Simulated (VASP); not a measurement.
A run of VASP 6.6.1 is set up as follows.

INCAR

```
PREC     = Accurate       # precision mode
ENCUT    = 520            # plane-wave cutoff, eV
EDIFF    = 1E-6           # SCF threshold, eV
ISMEAR   = 0              # smearing method
SIGMA    = 0.2            # smearing width, eV
LREAL    = Auto         
LASPH    = True           # aspherical terms in the spheres
NELM     = 60             # most SCF steps
ALGO     = Normal         # electronic algorithm
ISIF     = 2              # what is computed and relaxed
LWAVE    = False          # write WAVECAR
LCHARG   = True           # write CHGCAR
GGA      = PE             # functional
LELF     = True           # ELF
LVHAR    = True         
NBANDS   = 56             # bands
```

File KPOINTS:

```
Automatic mesh
0
Gamma
  3 3 2
```

Contents of POSCAR:

```
TiAl3
1.0
    5.6160508278      0.0000000000      0.0000000000
   -2.8080254139      4.8636426858      0.0000000000
    0.0000000000      0.0000000000      9.2278102557
Ti Al
4 12
Direct
    0.3333333333      0.6666666667      0.2500000000
    0.0000000000      0.0000000000      0.0000000000
    0.0000000000      0.0000000000      0.5000000000
    0.6666666667      0.3333333333      0.7500000000
    0.5000000000      0.5000000000      0.5000000000
    0.6650690321      0.8325345160      0.7500000000
    0.5000000000      0.0000000000      0.0000000000
    0.1674654840      0.8325345160      0.7500000000
    0.5000000000      0.0000000000      0.5000000000
    0.8325345160      0.6650690321      0.2500000000
    0.0000000000      0.5000000000      0.0000000000
    0.0000000000      0.5000000000      0.5000000000
    0.5000000000      0.5000000000      0.0000000000
    0.8325345160      0.1674654840      0.2500000000
    0.3349309679      0.1674654840      0.2500000000
    0.1674654840      0.3349309679      0.7500000000
```

Potentials or basis: VASP PAW PBE potentials, release 64 (Ti_sv, Al).

Command:

```sh
$ cat potpaw_PBE.64/Ti_sv/POTCAR potpaw_PBE.64/Al/POTCAR > POTCAR
$ mpirun -np 1 vasp_std > vasp.out
```

Task: Estimate the pressure.

Result: 0.4 GPa.

Task: Estimate the largest force.

Result: 0.008 eV/Å.

Forces in eV/Å, atoms in the order of the input:
```
Ti   0.000  0.000  0.000
Ti   0.000  0.000  0.000
Ti   0.000  0.000  0.000
Ti   0.000  0.000  0.000
Al   0.000  0.000  0.000
Al   0.007  0.004  0.000
Al   0.000  0.000  0.000
Al  -0.007  0.004  0.000
Al   0.000  0.000  0.000
Al   0.000  0.008  0.000
Al   0.000  0.000  0.000
Al   0.000  0.000  0.000
Al   0.000  0.000  0.000
Al   0.007 -0.004  0.000
Al  -0.007 -0.004  0.000
Al   0.000 -0.008  0.000
```

Caveat: the k points lie up to 0.43 Å⁻¹ apart.
